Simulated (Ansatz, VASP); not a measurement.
## Al2Cu in VASP and in Ansatz

```
CELL_PARAMETERS angstrom
-2.14501 2.14501 2.97685
2.14501 -2.14501 2.97685
2.14501 2.14501 -2.97685
ATOMIC_POSITIONS crystal
Al 0.75000 0.25000 0.50000
Al 0.25000 0.75000 0.50000
Cu 0.50000 0.50000 0.00000
```

Alike in both runs: task single point; functional LDA; k mesh 14 × 14 × 14; occupations gaussian, width 0.15 eV; no spin polarisation.

|  | VASP | Ansatz |
| --- | --- | --- |
| version | VASP 6.6.1 | Ansatz 0.2.0 |
| potentials or method | VASP PAW LDA potentials, release 64 (Al, Cu), cutoff 520 eV | scalar-relativistic, plane waves, PAW |
| valence electrons in the cell | 17 | 25 |

VASP gave:

| Item | Value |
| --- | --- |
| gap on the k mesh at the Fermi level (eV) | none |
| pressure (GPa) | -13.1 |
| traceless stress, the component that is largest in VASP (GPa) | 0.69 |

**Question.** What did Ansatz give for the same quantities?

**Answer.** gap on the k mesh at the Fermi level (eV): none; pressure (GPa): -13.3; traceless stress, the component that is largest in VASP (GPa): 0.71.

Ansatz warns that its potentials were made for another functional, while VASP's fit it. LDA's correlation is that of Perdew and Zunger in VASP and of Perdew and Wang (1992) in Ansatz. A gap of «none» marks a metal or a gap that the smearing closes. VASP's potentials hold 17 valence electrons a cell and Ansatz's 25, so a difference there can come from the potentials and not from the codes.
